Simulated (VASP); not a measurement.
# AlNi (C2/m) in VASP: single point with PBE

Aim: the single point of AlNi with PBE.

All numbers are computed with VASP 6.6.1; they aren't measurements. Logs are shortened: lines on timing, memory, paths and dates and some standing lists are left out, and cuts for length are marked.

## 1. The cell of the first run

It takes space group C2/m (No. 12, monoclinic). The conventional cell has a = 4.601 Å, b = 2.789 Å, c = 4.111 Å, α = 90.00°, β = 109.27°, γ = 90.00°. Al (site symmetry 2/m) has 6 Ni at 2.48 to 2.53 Å and 6 Al at 2.69 to 2.79 Å within 3.3 Å. Ni (site symmetry 2/m) has 6 Al at 2.48 to 2.53 Å and 6 Ni at 2.69 to 2.79 Å within 3.3 Å.

## 2. Single point, PBE

Input file INCAR:

```
SYSTEM = AlNi
PREC = Accurate
ENCUT = 520
EDIFF = 1E-6
ISMEAR = 0
SIGMA = 0.1
LREAL = .False.
LASPH = .True.
NELM = 80
ALGO = Fast
ISIF = 2
LWAVE = .False.
LCHARG = .False.
GGA = PE
NBANDS = 14
```

Input file KPOINTS:

```
Automatic mesh
0
Gamma
  18 18 12
  0 0 0
```

Input file POSCAR:

```
AlNi
1.0
    2.3006810000     -1.3946800000      0.0000000000
    2.3006810000      1.3946800000      0.0000000000
   -1.3564510000      0.0000000000      3.8808380000
Al Ni
1 1
Direct
    0.0000000000      0.0000000000      0.0000000000
    0.5000000000      0.5000000000      0.5000000000
```

Potentials or basis: VASP PAW PBE potentials, release 64 (Al, Ni).

Launch:

```console
> cat potpaw_PBE.64/Al/POTCAR potpaw_PBE.64/Ni/POTCAR > POTCAR
> mpirun -np 1 vasp_std > vasp.out
```

OUTCAR:

```text
SYSTEM = AlNi
   PREC = Accurate
   ENCUT = 520
   EDIFF = 1E-6
   ISMEAR = 0
   LREAL = .False.
   LASPH = .True.
   NELM = 80
   ISIF = 2
   GGA = PE

 ion  position               nearest neighbor table
   1  0.000  0.000  0.000-   2 2.48   2 2.48   2 2.48   2 2.48   2 2.53   2 2.53
   2  0.500  0.500  0.500-   1 2.48   1 2.48   1 2.48   1 2.48   1 2.53   1 2.53

  LATTYP: Found a base centered monoclinic cell.
 ALAT       =     4.6013620000
 B/A-ratio  =     0.6062031199
 C/A-ratio  =     0.8934454424
 COS(beta)  =    -0.3299511685

  Lattice vectors:

 A1 = (   2.3006810000,  -1.3946800000,   0.0000000000)
 A2 = (   2.3006810000,   1.3946800000,   0.0000000000)
 A3 = (  -1.3564510000,   0.0000000000,   3.8808380000)

Analysis of symmetry for initial positions (statically):
=====================================================================
 Subroutine PRICEL returns:
 Original cell was already a primitive cell.

 Routine SETGRP: Setting up the symmetry group for a
 base centered monoclinic supercell.

 Subroutine GETGRP returns: Found  4 space group operations
 (whereof  4 operations were pure point group operations)
 out of a pool of  4 trial point group operations.

The static configuration has the point symmetry C_2h.

Analysis of symmetry for dynamics (positions and initial velocities):
=====================================================================
 Subroutine PRICEL returns:
 Original cell was already a primitive cell.

 Routine SETGRP: Setting up the symmetry group for a
 base centered monoclinic supercell.

 Subroutine GETGRP returns: Found  4 space group operations
 (whereof  4 operations were pure point group operations)
 out of a pool of  4 trial point group operations.

The dynamic configuration has the point symmetry C_2h.

 Subroutine INISYM returns: Found  4 space group operations
 (whereof  4 operations are pure point group operations),
 and found     1 'primitive' translations

----------------------------------------------------------------------------------------

                                     Primitive cell

  volume of cell :      24.9050

  direct lattice vectors                    reciprocal lattice vectors
     2.300681000 -1.394680000  0.000000000     0.217326957 -0.358505177  0.075961266
     2.300681000  1.394680000  0.000000000     0.217326957  0.358505177  0.075961266
    -1.356451000  0.000000000  3.880838000     0.000000000  0.000000000  0.257676306

  length of vectors
     2.690402454  2.690402454  4.111065908     0.426059951  0.426059951  0.257676306

  position of ions in fractional coordinates (direct lattice)
     0.000000000  0.000000000  0.000000000
     0.500000000  0.500000000  0.500000000

  ion indices of the primitive-cell ions
   primitive index   ion index
                 1           1
                 2           2

----------------------------------------------------------------------------------------

 KPOINTS: Automatic mesh

Automatic generation of k-mesh.
 Grid dimensions read from file:
 generate k-points for:   18   18   12

 Generating k-lattice:

  Cartesian coordinates                     Fractional coordinates (reciprocal lattice)
     0.012073720 -0.019916954  0.004220070     0.055555556 -0.000000000  0.000000000
     0.012073720  0.019916954  0.004220070    -0.000000000  0.055555556  0.000000000
     0.000000000  0.000000000  0.021473025     0.000000000  0.000000000  0.083333333

  Length of vectors
     0.023669997  0.023669997  0.021473025

  Shift w.r.t. Gamma in fractional coordinates (k-lattice)
     0.000000000  0.000000000  0.000000000

 Subroutine IBZKPT returns following result:
 ===========================================

 Found   1037 irreducible k-points:

 Following reciprocal coordinates:
            Coordinates               Weight
  0.000000  0.000000  0.000000      1.000000
  0.055556  0.000000  0.000000      4.000000
  0.111111  0.000000  0.000000      4.000000
  0.166667 -0.000000  0.000000      4.000000
  0.222222 -0.000000  0.000000      4.000000
  0.277778 -0.000000 -0.000000      4.000000
[... 16 lines left out ...]
 -0.277778  0.055556 -0.000000      4.000000
 -0.222222  0.055556 -0.000000      4.000000
 [... further k-points ...]
   k-points           NKPTS =   1037   k-points in BZ     NKDIM =   1037   number of bands    NBANDS=     14
   number of dos      NEDOS =    301   number of ions     NIONS =      2
   total plane-waves  NPLWV =  12800
   dimension x,y,z NGX =    20 NGY =   20 NGZ =   32
   dimension x,y,z NGXF=    40 NGYF=   40 NGZF=   64
   ions per type =               1   1
   NGX,Y,Z   is equivalent  to a cutoff of  12.36, 12.36, 12.94 a.u.
   NGXF,Y,Z  is equivalent  to a cutoff of  24.72, 24.72, 25.88 a.u.
 SYSTEM =  AlNi
   PREC   = accura    normal or accurate (medium, high low for compatibility)
   ISTART =      0    job   : 0-new  1-cont  2-samecut
   ICHARG =      2    charge: 1-file 2-atom 10-const
   ISPIN  =      1    spin polarized calculation?
   LNONCOLLINEAR =      F non collinear calculations
   LSORBIT =      F    spin-orbit coupling
   LASPH  =      T    aspherical Exc in radial PAW
   ENCUT  =  520.0 eV  38.22 Ry    6.18 a.u.   5.00  5.00  7.64*2*pi/ulx,y,z
   NELM   =     80;   NELMIN=  2; NELMDL= -5     # of ELM steps
   EDIFF  = 0.1E-05   stopping-criterion for ELM
   LREAL  =      F    real-space projection
   EDIFFG = 0.1E-04   stopping-criterion for IOM
   NSW    =      0    number of steps for IOM
   IBRION =     -1    ionic relax: 0-MD 1-quasi-New 2-CG
   NFREE  =      0    steps in history (QN), initial steepest desc. (CG)
   ISIF   =      2    stress and relaxation
   ISYM   =      2    0-nonsym 1-usesym 2-fastsym
   POTIM  = 0.5000    time-step for ionic-motion
   TEBEG  =    0.0;   TEEND  =   0.0 temperature during run
   PSTRESS=    0.0 pullay stress
   NELECT =      13.0000    total number of electrons
   NUPDOWN=      -1.0000    fix difference up-down
   EMIN   =  10.00;   EMAX   =-10.00  energy-range for DOS
   EFERMI =   0.00;   METHOD = LEGACY
   ISMEAR =     0;   SIGMA  =   0.10  broadening in eV -4-tet -1-fermi 0-gaus
   EFERMI_NEDOS =   21; number of points for ismear=-14 and -15
   IALGO  =     68    algorithm
   IMIX   =      4    mixing-type and parameters
     AMIX     =   0.40;   BMIX     =  1.00
     AMIX_MAG =   1.60;   BMIX_MAG =  1.00
  volume/ion in A,a.u.               =      12.45        84.03
  Fermi-wavevector in a.u.,A,eV,Ry     =   1.318137  2.490917 23.639910  1.737484
  Thomas-Fermi vector in A             =   2.448128
   LORBIT       =      0    0 simple, 1 ext, 2 COOP (PROOUT), +10 PAW based schemes
   GGA     = PE    functional components
   LHFCALC =     F    Hartree Fock is set to
   AEXX    =    0.0000 exact exchange contribution
   IVDW    =     0    specifies the selected vdW correction
   LEPSILON=     F    determine dielectric tensor
   LRPA    =     F    only Hartree local field effects (RPA)
 non-spin polarized calculation
 RMM-DIIS sequential band-by-band and
 Gauss-broadening in eV      SIGMA  =   0.10
  energy-cutoff  :      520.00
  volume of cell :       24.90
 maximum number of plane-waves:       690
   NGX =  9   NGY =  9   NGZ = 15

 number of electron      12.9999998 magnetization

 Free energy of the ion-electron system (eV)
  ---------------------------------------------------
  ext. energy  EPLUGINS =         0.00000000
  ---------------------------------------------------
  free energy    TOTEN  =       -10.04505814 eV

  energy without entropy =      -10.04126034  energy(sigma->0) =      -10.04315924

 E-fermi :   9.3348     XC(G=0): -11.8502

 val. band max:        9.3334247299   @ k =  -0.0556  -0.2222   0.1667
 cond. band min:       9.3349463304   @ k =  -0.4444  -0.4444   0.1667
 fundamental gap:      0.0015216005
 Fermi energy:         9.3347822138

 k-point     1 :       0.0000    0.0000    0.0000
  band No.  band energies     occupation
      1      -1.5184      2.00000
      2       5.7443      2.00000
      3       7.5058      2.00000
      4       7.6474      2.00000
      5       7.8014      2.00000
      6       7.9698      2.00000
      7       8.0964      2.00000
      8      12.0675      0.00000
      9      22.9555      0.00000
     10      23.2469      0.00000
     11      24.1903      0.00000
     12      24.5004      0.00000
     13      27.0650      0.00000
     14      28.7845      0.00000

 k-point     2 :       0.0556    0.0000    0.0000
  band No.  band energies     occupation
      1      -1.4344      2.00000
      2       5.7846      2.00000
      3       7.3686      2.00000
      4       7.5240      2.00000
      5       7.8170      2.00000
      6       8.0510      2.00000
      7       8.3093      2.00000
      8      12.1197      0.00000
      9      21.4199      0.00000
     10      22.8190      0.00000
     11      24.6055      0.00000
     12      25.0954      0.00000
     13      26.8308      0.00000
     14      28.0141      0.00000

 k-point     3 :       0.1111    0.0000    0.0000
  band No.  band energies     occupation
      1      -1.1832      2.00000
      2       5.8962      2.00000
      3       7.0683      2.00000
      4       7.4728      2.00000
      5       7.8690      2.00000
      6       8.0368      2.00000
      7       8.7696      2.00000
      8      12.2818      0.00000
      9      19.3272      0.00000
     10      22.0627      0.00000
     11      24.0593      0.00000
     12      24.9532      0.00000
     13      26.2528      0.00000
     14      27.0218      0.00000

 k-point     4 :       0.1667   -0.0000    0.0000
  band No.  band energies     occupation
      1      -0.7681      2.00000
      2       6.0436      2.00000
      3       6.8385      2.00000
      4       7.3815      2.00000
      5       7.9388      2.00000
      6       8.0466      2.00000
      7       9.2605      1.70662
      8      12.5616      0.00000
      9      17.2781      0.00000
     10      21.3811      0.00000
     11      22.8205      0.00000
     12      23.5357      0.00000
     13      25.5753      0.00000
     14      27.7392      0.00000

 k-point     5 :       0.2222   -0.0000    0.0000
  band No.  band energies     occupation
      1      -0.1946      2.00000
      2       6.1399      2.00000
      3       6.7417      2.00000
      4       7.2649      2.00000
      5       7.9196      2.00000
      6       8.1831      2.00000
      7       9.7478      0.00000
      8      12.9062      0.00000
      9      15.4516      0.00000
     10      20.7409      0.00000
     11      21.1659      0.00000
[... 276 lines left out ...]
 k-point    22 :      -0.3333    0.0556    0.0000
  band No.  band energies     occupation
      1       1.8448      2.00000
      2       6.0318      2.00000
      3       6.6831      2.00000
      4       7.0551      2.00000
      5       7.7654      2.00000
      6       8.6533      2.00000
      7      10.7524      0.00000
      8      11.6369      0.00000
      9      15.0781      0.00000
     10      16.8694      0.00000
     11      18.5322      0.00000
     12      21.7330      0.00000
     13      22.7269      0.00000
     14      25.3744      0.00000

 k-point    23 :      -0.2778    0.0556   -0.0000
  band No.  band energies     occupation
      1       0.9381      2.00000
      2       6.1433      2.00000
      3       6.7601      2.00000
      4       7.1079      2.00000
      5       7.8149      2.00000
      6       8.4887      2.00000
      7      10.7167      0.00000
      8      12.3123      0.00000
      9      14.4173      0.00000
     10      18.1532      0.00000
     11      18.9073      0.00000
     12      22.3660      0.00000
     13      23.2957      0.00000
     14      27.2658      0.00000

 k-point    24 :      -0.2222    0.0556   -0.0000
  band No.  band energies     occupation
      1       0.1572      2.00000
      2       6.2404      2.00000
      3       6.6940      2.00000
      4       7.1800      2.00000
      5       7.8742      2.00000
      6       8.3098      2.00000
      7      10.2254      0.00000
      8      12.8379      0.00000
      9      14.8293      0.00000
     10      18.9145      0.00000
     11      20.1606      0.00000
     12      23.1611      0.00000
     13      23.9452      0.00000
     14      28.8633      0.00000

 [... further k-points ...]
[... 5 lines left out ...]
  --------------------------------------------------------------------------------------
  -------------------------------------------------------------------------------------
  Total        0.3871424      0.1210255      0.2890195      0.0000000      0.0000000     -0.1035350
  in kB       24.9054721      7.7857582     18.5930734      0.0000000      0.0000000     -6.6605681
  external PRESSURE =      17.0947679 kB  Pullay stress =       0.0000000 kB

 VOLUME and BASIS-vectors are now :
 -----------------------------------------------------------------------------
  energy-cutoff  :      520.00
  volume of cell :       24.90
      direct lattice vectors                 reciprocal lattice vectors
     2.300681000 -1.394680000  0.000000000     0.217326957 -0.358505177  0.075961266
     2.300681000  1.394680000  0.000000000     0.217326957  0.358505177  0.075961266
    -1.356451000  0.000000000  3.880838000     0.000000000  0.000000000  0.257676306

 POSITION                                       TOTAL-FORCE (eV/Angst)
 -----------------------------------------------------------------------------------
      0.00000      0.00000      0.00000         0.000000      0.000000      0.000000
      1.62246      0.00000      1.94042        -0.000000      0.000000      0.000000
 -----------------------------------------------------------------------------------
    total drift:                                0.000000      0.000000      0.000000

  FREE ENERGIE OF THE ION-ELECTRON SYSTEM (eV)
  ---------------------------------------------------
  free  energy   TOTEN  =       -10.0450581442 eV

  energy  without entropy=      -10.0412603433  energy(sigma->0) =      -10.04315924
```

Run time: 3.2 min. Hardware: 1 thread of Intel Xeon Platinum 8559C (Emerald Rapids), shared host; peak memory 0.46 GiB.

What came out:

| Item | Value |
| --- | --- |
| Free energy | -10.0451 eV |
| Pressure | 1.7 GPa |

Levels at points of the mesh, in eV from the Fermi level:
| k point | band 5 | band 6 | band 7 | band 8 | band 9 | band 10 |
| --- | --- | --- | --- | --- | --- | --- |
| (0.00, 0.00, 0.00) | -1.53 | -1.36 | -1.24 | 2.73 | 13.62 | 13.91 |
| (0.50, 0.00, 0.00) | -1.58 | -0.48 | 0.36 | 2.81 | 5.64 | 7.79 |
| (0.50, 0.50, 0.00) | -1.67 | -0.41 | 0.51 | 1.24 | 4.78 | 6.89 |
| (0.00, 0.00, 0.50) | -1.54 | -1.31 | -1.18 | 9.70 | 12.59 | 13.75 |
| (0.50, 0.00, 0.50) | -1.49 | -0.58 | -0.47 | 1.06 | 3.66 | 8.42 |
| (0.50, 0.50, 0.50) | -1.80 | -0.41 | 0.51 | 2.42 | 5.31 | 8.47 |

Spin polarisation is off, so any magnetic state and its effect on volume and gap are missing.
